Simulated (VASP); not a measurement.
# HfN (WC type) (P-6m2) in VASP: notebook

HfN (WC type) is run at these levels: PBE; tasks: single point, relaxation of cell and atoms.

Everything below comes from runs of VASP 6.6.1. Logs are shortened: lines on timing, memory, paths and dates and some standing lists are left out, and cuts for length are marked.

### Step 1. The cell of the first run

Symmetry: P-6m2, No. 187, hexagonal system. Conventional cell: a = 2.554 Å, b = 2.554 Å, c = 2.558 Å, α = 90.00°, β = 90.00°, γ = 120.00°. Hf (site symmetry -6m2) has 6 N at 1.95 Å and 8 Hf at 2.55 to 2.56 Å within 2.6 Å. Within 2.6 Å of N (site symmetry -6m2) lie 6 Hf at 1.95 Å and 8 N at 2.55 to 2.56 Å.

### Step 2. Single point, PBE

INCAR

```
SYSTEM = HfN
  PREC = Accurate
  ENCUT = 520
  EDIFF = 1E-6
  ISMEAR = -1
  SIGMA = 0.05
  LREAL = .FALSE.
  LASPH = .TRUE.
  NELM = 80
  ALGO = Normal
  ISIF = 2
  LWAVE = .FALSE.
  LCHARG = .FALSE.
  GGA = PE
  NBANDS = 14
```

KPOINTS

```
Automatic mesh
0
G
  17 17 15
  0 0 0
```

POSCAR

```
HfN
1.0
    2.5536864188      0.0000000000      0.0000000000
   -1.2768432094      2.2115573120      0.0000000000
    0.0000000000      0.0000000000      2.5580876093
Hf N
1 1
Direct
    0.0000000000      0.0000000000      0.0000000000
    0.3333333333      0.6666666667      0.5000000000
```

Potentials or basis: VASP PAW PBE potentials, release 64 (Hf_pv, N).

Command:

```bash
$ cat potpaw_PBE.64/Hf_pv/POTCAR potpaw_PBE.64/N/POTCAR > POTCAR
$ mpirun -np 1 vasp_std > vasp.out
```

OUTCAR:

```text
SYSTEM = HfN
   PREC = Accurate
   ENCUT = 520
   EDIFF = 1E-6
   ISMEAR = -1
   LREAL = .FALSE.
   LASPH = .TRUE.
   NELM = 80
   ISIF = 2
   GGA = PE

 ion  position               nearest neighbor table
   1  0.000  0.000  0.000-   2 1.95   2 1.95   2 1.95   2 1.95   2 1.95   2 1.95
   2  0.333  0.667  0.500-   1 1.95   1 1.95   1 1.95   1 1.95   1 1.95   1 1.95

  LATTYP: Found a hexagonal cell.
 ALAT       =     2.5536864188
 C/A-ratio  =     1.0017234655

  Lattice vectors:

 A1 = (   2.5536864188,   0.0000000000,   0.0000000000)
 A2 = (  -1.2768432094,   2.2115573120,   0.0000000000)
 A3 = (   0.0000000000,   0.0000000000,   2.5580876093)

Analysis of symmetry for initial positions (statically):
=====================================================================
 Subroutine PRICEL returns:
 Original cell was already a primitive cell.

 Routine SETGRP: Setting up the symmetry group for a
 hexagonal supercell.

 Subroutine GETGRP returns: Found 12 space group operations
 (whereof 12 operations were pure point group operations)
 out of a pool of 24 trial point group operations.

The static configuration has the point symmetry D_3h.

Analysis of symmetry for dynamics (positions and initial velocities):
=====================================================================
 Subroutine PRICEL returns:
 Original cell was already a primitive cell.

 Routine SETGRP: Setting up the symmetry group for a
 hexagonal supercell.

 Subroutine GETGRP returns: Found 12 space group operations
 (whereof 12 operations were pure point group operations)
 out of a pool of 24 trial point group operations.

The dynamic configuration has the point symmetry D_3h.

 Subroutine INISYM returns: Found 12 space group operations
 (whereof 12 operations are pure point group operations),
 and found     1 'primitive' translations

----------------------------------------------------------------------------------------

                                     Primitive cell

  volume of cell :      14.4471

  direct lattice vectors                    reciprocal lattice vectors
     2.553686419  0.000000000  0.000000000     0.391590758  0.226085029  0.000000000
    -1.276843209  2.211557312  0.000000000     0.000000000  0.452170059  0.000000000
     0.000000000  0.000000000  2.558087609     0.000000000  0.000000000  0.390917026

[... 84 lines left out ...]
   LREAL  =      F    real-space projection
   EDIFFG = 0.1E-04   stopping-criterion for IOM
   NSW    =      0    number of steps for IOM
   IBRION =     -1    ionic relax: 0-MD 1-quasi-New 2-CG
   NFREE  =      0    steps in history (QN), initial steepest desc. (CG)
   ISIF   =      2    stress and relaxation
   ISYM   =      2    0-nonsym 1-usesym 2-fastsym
   POTIM  = 0.5000    time-step for ionic-motion
   TEBEG  =    0.0;   TEEND  =   0.0 temperature during run
   PSTRESS=    0.0 pullay stress
   NELECT =      15.0000    total number of electrons
   NUPDOWN=      -1.0000    fix difference up-down
   EMIN   =  10.00;   EMAX   =-10.00  energy-range for DOS
   EFERMI =   0.00;   METHOD = LEGACY
   ISMEAR =    -1;   SIGMA  =   0.05  broadening in eV -4-tet -1-fermi 0-gaus
   EFERMI_NEDOS =   21; number of points for ismear=-14 and -15
   IALGO  =     38    algorithm
   IMIX   =      4    mixing-type and parameters
     AMIX     =   0.40;   BMIX     =  1.00
     AMIX_MAG =   1.60;   BMIX_MAG =  1.00
  volume/ion in A,a.u.               =       7.22        48.75
  Fermi-wavevector in a.u.,A,eV,Ry     =   1.657721  3.132639 37.389354  2.748040
  Thomas-Fermi vector in A             =   2.745425
   LORBIT       =      0    0 simple, 1 ext, 2 COOP (PROOUT), +10 PAW based schemes
   GGA     = PE    functional components
   LHFCALC =     F    Hartree Fock is set to
   AEXX    =    0.0000 exact exchange contribution
   IVDW    =     0    specifies the selected vdW correction
   LEPSILON=     F    determine dielectric tensor
   LRPA    =     F    only Hartree local field effects (RPA)
 non-spin polarized calculation
  energy-cutoff  :      520.00
  volume of cell :       14.45
 maximum number of plane-waves:       405
 NGX is ok and might be reduce to    20
   NGX =  9   NGY =  9   NGZ =  9

 number of electron      15.0000004 magnetization

 Free energy of the ion-electron system (eV)
  ---------------------------------------------------
  ext. energy  EPLUGINS =         0.00000000
  ---------------------------------------------------
  free energy    TOTEN  =       -14.34539305 eV

  energy without entropy =      -14.34062673  energy(sigma->0) =      -14.34300989

 E-fermi :  12.1826     XC(G=0): -15.3568

 val. band max:       12.1776146136   @ k =   0.2353   0.0588   0.4000
 cond. band min:      12.1915827843   @ k =   0.2353   0.1765   0.2000
 fundamental gap:      0.0139681707
 Fermi energy:        12.1826348958

 k-point     1 :       0.0000    0.0000    0.0000
  band No.  band energies     occupation
      1     -16.8114      2.00000
      2     -16.0449      2.00000
      3     -16.0449      2.00000
      4      -6.8930      2.00000
      5       7.2555      2.00000
      6       7.2555      2.00000
      7       7.5070      2.00000
      8      10.7623      2.00000
      9      18.7727      0.00000
     10      19.8164      0.00000
     11      19.8164      0.00000
     12      21.9563      0.00000
     13      21.9563      0.00000
     14      27.2390      0.00000
[... 377 lines left out ...]
      1     -19.4632      2.00000
      2     -17.2304      2.00000
      3     -16.2028      2.00000
      4      -3.6170      2.00000
      5       4.4338      2.00000
      6       7.3230      2.00000
      7       8.9590      2.00000
      8      10.5920      2.00000
      9      16.0405      0.00000
     10      18.6420      0.00000
     11      22.3381      0.00000
     12      24.5209      0.00000
     13      25.9892      0.00000
     14      27.3006      0.00000

 [... further k-points ...]
[... 5 lines left out ...]
  --------------------------------------------------------------------------------------
  -------------------------------------------------------------------------------------
  Total       30.5677122     30.5677122     30.6410475      0.0000000      0.0000000      0.0000000
  in kB     3389.9425559   3389.9425560   3398.0753955      0.0000000      0.0000000      0.0000000
  external PRESSURE =    3392.6535025 kB  Pullay stress =       0.0000000 kB

 VOLUME and BASIS-vectors are now :
 -----------------------------------------------------------------------------
  energy-cutoff  :      520.00
  volume of cell :       14.45
      direct lattice vectors                 reciprocal lattice vectors
     2.553686419  0.000000000  0.000000000     0.391590758  0.226085029  0.000000000
    -1.276843209  2.211557312  0.000000000     0.000000000  0.452170059  0.000000000
     0.000000000  0.000000000  2.558087609     0.000000000  0.000000000  0.390917026

 POSITION                                       TOTAL-FORCE (eV/Angst)
 -----------------------------------------------------------------------------------
      0.00000      0.00000      0.00000         0.000000      0.000000      0.000000
     -0.00000      1.47437      1.27904        -0.000000     -0.000000      0.000000
 -----------------------------------------------------------------------------------
    total drift:                                0.000000     -0.000000     -0.000000

  FREE ENERGIE OF THE ION-ELECTRON SYSTEM (eV)
  ---------------------------------------------------
  free  energy   TOTEN  =       -14.3453930546 eV

  energy  without entropy=      -14.3406267288  energy(sigma->0) =      -14.34300989
```

OSZICAR:

```text
N       E                     dE             d eps       ncg     rms          rms(c)
DAV:   1     0.481038567321E+02    0.48104E+02   -0.81235E+03  7496   0.107E+03
DAV:   2    -0.162098310683E+02   -0.64314E+02   -0.60628E+02  9194   0.263E+02
DAV:   3    -0.176649047699E+02   -0.14551E+01   -0.14502E+01  8352   0.327E+01
DAV:   4    -0.176670259879E+02   -0.21212E-02   -0.21211E-02  9318   0.148E+00
DAV:   5    -0.176670297934E+02   -0.38056E-05   -0.38044E-05  8514   0.564E-02    0.120E+02
DAV:   6    -0.143778732183E+02    0.32892E+01   -0.65423E+00  9072   0.251E+01    0.827E+01
DAV:   7    -0.143564721936E+02    0.21401E-01   -0.51676E-01  8970   0.603E+00    0.197E+01
DAV:   8    -0.143459030210E+02    0.10569E-01   -0.30937E-02  8514   0.166E+00    0.169E+00
DAV:   9    -0.143454357218E+02    0.46730E-03   -0.23125E-03  8562   0.521E-01    0.703E-01
DAV:  10    -0.143453947285E+02    0.40993E-04   -0.14581E-04  9084   0.115E-01    0.224E-01
DAV:  11    -0.143453932460E+02    0.14825E-05   -0.14840E-05  8424   0.346E-02    0.190E-02
DAV:  12    -0.143453930546E+02    0.19141E-06   -0.15542E-06  4740   0.111E-02
   1 F= -.14345393E+02 E0= -.14343010E+02  d E =-.476633E-02
```

It took 27 s on 1 thread of Intel Xeon 6975P-C, shared host; peak memory 0.17 GiB.

Results:

- Free energy: -14.3454 eV
- Pressure: 339.3 GPa

Stress tensor (GPa, compression positive):
```
338.99   0.00   0.00
  0.00 338.99   0.00
  0.00   0.00 339.81
```

Levels at points of the mesh, in eV from the Fermi level:
| k point | band 4 | band 5 | band 6 | band 7 | band 8 | band 9 | band 10 | band 11 | band 12 | band 13 |
| --- | --- | --- | --- | --- | --- | --- | --- | --- | --- | --- |
| (0.00, 0.00, 0.00) | -19.08 | -4.93 | -4.93 | -4.68 | -1.42 | 6.59 | 7.63 | 7.63 | 9.77 | 9.77 |

Caveat: spin-orbit coupling is left out, which moves the levels of the heavy elements.

### Step 3. Single point, PBE

INCAR

```
PREC = Accurate
ENCUT = 520
EDIFF = 1E-6
ISMEAR = -1
SIGMA = 0.05
LREAL = False
LASPH = True
NELM = 60
ALGO = Normal
ISIF = 2
LWAVE = False
LCHARG = True
GGA = PE
LELF = True
LVHAR = True
NBANDS = 14
```

KPOINTS

```
regular mesh
0
Gamma
  17 17 15
```

POSCAR

```
HfN
1.0
    2.5539034416      0.0000000000      0.0000000000
   -1.2769517208      2.2117452593      0.0000000000
    0.0000000000      0.0000000000      2.5585992801
Hf N
1 1
Direct
    0.0000000000      0.0000000000      0.0000000000
    0.3333333333      0.6666666667      0.5000000000
```

Potentials or basis: VASP PAW PBE potentials, release 64 (Hf_pv, N).

Command:

```bash
$ cat potpaw_PBE.64/Hf_pv/POTCAR potpaw_PBE.64/N/POTCAR > POTCAR
$ mpirun -np 1 vasp_std > vasp.out
```

Run time: 29 s. Hardware: 1 thread of Intel Xeon 6975P-C, shared host; peak memory 0.18 GiB.

Results (log left out):

```
Free energy : -14.3567 eV
Pressure    : 338.7 GPa
```

Stress tensor (GPa, compression positive):
```
338.54   0.00   0.00
  0.00 338.54   0.00
  0.00   0.00 339.15
```

Levels at points of the mesh, in eV from the Fermi level:
```
           k point  band 5  band 6  band 7  band 8  band 9  band 10  band 11  band 12
(0.00, 0.00, 0.00)   -4.92   -4.92   -4.67   -1.42    6.59     7.63     7.63     9.77
```

Caveat: spin-orbit coupling is left out, which moves the levels of the heavy elements.

### Step 4. Relaxation of cell and atoms, PBE, target pressure 340 GPa, at which the enthalpy is minimised

INCAR

```
SYSTEM = HfN
ALGO = Normal
EDIFF = 1E-6
EDIFFG = -0.005
ENCUT = 600
GGA = PE
IBRION = 2
ISIF = 3
ISMEAR = -1
LASPH = .True.
LCHARG = .False.
LREAL = .False.
LWAVE = .False.
NELM = 100
NSW = 32
PREC = Accurate
PSTRESS = 3400.0
SIGMA = 0.05
```

KPOINTS

```
k-points
0
Gamma
  17 17 15
  0 0 0
```

POSCAR

```
HfN
1.0
    2.5536864188      0.0000000000      0.0000000000
   -1.2768432094      2.2115573120      0.0000000000
    0.0000000000      0.0000000000      2.5580876093
Hf N
1 1
Direct
    0.0000000000      0.0000000000      0.0000000000
    0.3333333333      0.6666666667      0.5000000000
```

Command:

```bash
$ cat potpaw_PBE.64/Hf_pv/POTCAR potpaw_PBE.64/N/POTCAR > POTCAR
$ mpirun -np 1 vasp_std > vasp.out
```

Run time: 45 s. Hardware: 1 thread of Intel Xeon 6975P-C (Granite Rapids), shared host; peak memory 0.18 GiB.

It converged, with:

* Free energy: -14.3269 eV
* Relaxed volume: 7.22 Å³/atom
* Relaxed cell: a = 2.552 Å, b = 2.552 Å, c = 2.559 Å, α = 90.00°, β = 90.00°, γ = 120.00°
* Space group after relaxing (to 0.05 Å): P-6m2 (No. 187)
* Energy change on relaxing (the enthalpy is what falls): +10.6 meV/atom
* Ionic steps: 5
* Pressure after relaxing: 340.0 GPa

The path:
```csv
step,energy change (eV),largest force (eV/Å),pressure (GPa),volume (Å³)
1,0.0000,0.0000,339.23,14.45
2,0.1541,0.0000,345.82,14.37
3,0.0218,0.0000,340.12,14.44
4,0.0204,0.0000,339.85,14.44
5,0.0212,0.0000,339.99,14.44
```

Final structure:
```
Hf N
1.0
     2.55240    0.00000    0.00000
    -1.27620    2.21045    0.00000
     0.00000    0.00000    2.55889
Hf N
1 1
Direct
  0.00000 0.00000 0.00000
  0.33333 0.66667 0.50000
```

Levels at points of the mesh, in eV from the Fermi level:
```csv
k point,band 5,band 6,band 7,band 8,band 9,band 10,band 11
"(0.00, 0.00, 0.00)",-4.92,-4.92,-4.68,-1.42,6.61,7.63,7.63
```

Caveat: the cell is relaxed towards a set pressure, so the enthalpy falls and the energy may rise; spin-orbit coupling is left out, which moves the levels of the heavy elements.

### Step 5. Relaxation of cell and atoms, PBE, target pressure 340 GPa, at which the enthalpy is minimised

This run uses another cell than the first one, of 7.29 Å³/atom, 1.009 times its volume.

INCAR

```
  ALGO = Normal
  EDIFF = 1E-6
  EDIFFG = -0.005
  ENCUT = 600
  GGA = PE
  IBRION = 2
  ISIF = 3
  ISMEAR = -1
  LASPH = T
  LCHARG = F
  LREAL = F
  LWAVE = F
  NELM = 80
  NSW = 60
  PREC = Accurate
  PSTRESS = 3400.0
  SIGMA = 0.05
```

KPOINTS

```
k-points
0
Gamma
  17 17 15
```

POSCAR

```
HfN
1.0
    2.5802438318      0.0000000000      0.0000000000
   -1.2901219159      2.2345567063      0.0000000000
    0.0000000000      0.0000000000      2.5286389552
Hf N
1 1
Direct
    0.0000000000      0.0000000000      0.0000000000
    0.3333333333      0.6666666667      0.5000000000
```

Command:

```bash
$ cat potpaw_PBE.64/Hf_pv/POTCAR potpaw_PBE.64/N/POTCAR > POTCAR
$ mpirun -np 1 vasp_std > vasp.out
```

Wall time 76 s (1 thread of Intel Xeon 6975P-C (Granite Rapids), shared host); peak memory 0.2 GiB.

Results (log left out):

- Free energy: -14.3269 eV
- Relaxed volume: 7.22 Å³/atom
- Relaxed cell: a = 2.552 Å, b = 2.552 Å, c = 2.559 Å, α = 90.00°, β = 90.00°, γ = 120.00°
- Space group after relaxing (to 0.05 Å): P-6m2 (No. 187)
- Energy change on relaxing (the enthalpy is what falls): +141.0 meV/atom
- Ionic steps: 8
- Pressure after relaxing: 340.0 GPa

The path:
```csv
step,energy change (eV),largest force (eV/Å),pressure (GPa),volume (Å³)
1,0.0000,0.0000,330.10,14.58
2,2.1850,0.0000,420.22,13.64
3,0.3897,0.0000,346.53,14.39
4,-0.0165,0.0000,321.09,14.60
5,0.2509,0.0000,338.67,14.45
6,0.2551,0.0000,338.91,14.45
7,0.3856,0.0000,344.19,14.39
8,0.2821,0.0000,340.02,14.44
```

Final structure:
```cif
data_structure
_symmetry_space_group_name_H-M 'P 1'
_symmetry_Int_Tables_number 1
_cell_length_a 2.5524
_cell_length_b 2.5524
_cell_length_c 2.5589
_cell_angle_alpha 90.000
_cell_angle_beta 90.000
_cell_angle_gamma 120.000
_cell_volume 14.44
loop_
_atom_site_label
_atom_site_type_symbol
_atom_site_fract_x
_atom_site_fract_y
_atom_site_fract_z
_atom_site_occupancy
Hf1 Hf 0.00000 0.00000 0.00000 1
N1 N 0.33333 0.66667 0.50000 1
```

Levels at points of the mesh, in eV from the Fermi level:
| k point | band 6 | band 7 | band 8 | band 9 | band 10 | band 11 |
| --- | --- | --- | --- | --- | --- | --- |
| (0.00, 0.00, 0.00) | -4.92 | -4.68 | -1.42 | 6.61 | 7.63 | 7.63 |

Caveat: the cell is relaxed towards a set pressure, so the enthalpy falls and the energy may rise; spin-orbit coupling is left out, which moves the levels of the heavy elements.

### Step 6. Overview

| task | cell | cutoff (eV) | gap on the mesh (eV) | pressure (GPa) |
| --- | --- | --- | --- | --- |
| single point | a = 2.554, b = 2.554, c = 2.558 Å, angles 90.0, 90.0, 120.0°, 2 atoms | 520 | none | 339.3 |
| single point | a = 2.554, b = 2.554, c = 2.559 Å, angles 90.0, 90.0, 120.0°, 2 atoms | 520 | none | 338.7 |
| relaxation of cell and atoms | relaxed to 340 GPa from a = 2.554, b = 2.554, c = 2.558 Å, angles 90.0, 90.0, 120.0°, 2 atoms | 600 | none | 340.0 |
| relaxation of cell and atoms | relaxed to 340 GPa from a = 2.580, b = 2.580, c = 2.529 Å, angles 90.0, 90.0, 120.0°, 2 atoms | 600 | none | 340.0 |

Alike in all rows: level PBE; potentials or basis VASP PAW PBE potentials, release 64 (Hf_pv, N); no spin polarisation; k mesh 17 × 17 × 15; smearing fermi-dirac 0.05 eV.

Caveats: spin-orbit coupling is left out, which moves the levels of the heavy elements; the cell is relaxed towards a set pressure, so the enthalpy falls and the energy may rise (some runs).

Total energies depend on the potentials used, so only differences within one code and one set of settings carry meaning.
